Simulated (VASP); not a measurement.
Runs of VASP 6.6.1 on NaI. The structure is that of space group I4/mmm (No. 139), or close to it. The cells are those of the table. 

```csv
cell,gap on the mesh (eV),pressure (GPa)
"a = 4.484, b = 4.484, c = 4.832 Å, angles 57.4, 57.4, 65.2°, 2 atoms",3.32,-0.5
"a = 4.757, b = 4.757, c = 4.307 Å, angles 63.1, 63.1, 53.8°, 2 atoms",3.41,-0.5
"a = 4.864, b = 4.864, c = 4.194 Å, angles 64.5, 64.5, 51.1°, 2 atoms",3.46,0.8
"a = 4.994, b = 4.994, c = 4.078 Å, angles 65.9, 65.9, 48.2°, 2 atoms",3.44,2.5
"a = 5.097, b = 5.097, c = 3.998 Å, angles 66.9, 66.9, 46.2°, 2 atoms",3.41,4.0
"a = 4.459, b = 4.459, c = 4.972 Å, angles 56.1, 56.1, 67.8°, 2 atoms",(a),(b)
"a = 4.456, b = 4.456, c = 5.284 Å, angles 53.6, 53.6, 72.7°, 2 atoms",3.42,8.9
"a = 4.548, b = 4.548, c = 4.640 Å, angles 59.3, 59.3, 61.3°, 2 atoms",3.33,-1.5
"a = 4.522, b = 4.522, c = 4.706 Å, angles 58.6, 58.6, 62.7°, 2 atoms",3.32,-1.3
"a = 4.661, b = 4.661, c = 4.434 Å, angles 61.6, 61.6, 56.8°, 2 atoms",3.32,-1.3
"a = 4.449, b = 4.449, c = 5.138 Å, angles 54.7, 54.7, 70.5°, 2 atoms",3.39,4.6
```

Alike in all rows: task single point; level LDA; potentials or basis VASP PAW LDA potentials, release 64 (Na_pv, I); no spin polarisation; k mesh 8 × 8 × 8; cutoff (eV) 520; smearing gaussian 0.05 eV.

Question: Estimate the missing entries.

Answer: (a) 3.34; (b) 1.3.

Caveats: spin-orbit coupling is left out, which moves the levels of the heavy elements; the cell stands under pressure (at least some runs).

A k mesh can miss the band edges, and the runs leave out spin-orbit coupling on I.
